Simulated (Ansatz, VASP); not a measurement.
# Two plane-wave programs on Sc4Co7Ge6

```
Sc Co Ge
1.0
    -3.92241    3.92241    3.92241
     3.92241   -3.92241    3.92241
     3.92241    3.92241   -3.92241
Sc Co Ge
4 7 6
Direct
  0.00000 0.00000 0.50000
  0.00000 0.50000 0.00000
  0.50000 0.00000 0.00000
  0.50000 0.50000 0.50000
  0.75000 0.25000 0.50000
  0.75000 0.50000 0.25000
  0.50000 0.25000 0.75000
  0.25000 0.50000 0.75000
  0.25000 0.75000 0.50000
  0.50000 0.75000 0.25000
  0.00000 0.00000 0.00000
  0.68302 0.68302 0.00000
  0.31698 0.00000 0.31698
  0.00000 0.31698 0.31698
  0.31698 0.31698 0.00000
  0.68302 0.00000 0.68302
  0.00000 0.68302 0.68302
```

Alike in both runs: functional PBE; k mesh 6 × 6 × 6; occupations gaussian, width 0.1 eV; no spin polarisation.

Ansatz relaxed the structure, and its values are those at the end. VASP's run is a single point on that final structure, the one shown.

|  | VASP | Ansatz |
| --- | --- | --- |
| version | VASP 6.6.1 | Ansatz 0.2.0 |
| potentials or method | VASP PAW PBE potentials, release 64 (Sc_sv, Co, Ge_d), cutoff 520 eV | scalar-relativistic, plane waves, PAW |
| valence electrons in the cell | 191 | 247 |

VASP gave:

- gap on the k mesh at the Fermi level (eV): none
- pressure (GPa): 0.2

Task: Estimate Ansatz's values.

Result: gap on the k mesh at the Fermi level (eV): none; pressure (GPa): 0.0.

A gap of «none» marks a metal or a gap that the smearing closes. With one functional, cell and mesh, what is left measures potentials, basis and numerics. VASP's potentials hold 191 valence electrons a cell and Ansatz's 247, so a difference there can come from the potentials and not from the codes.
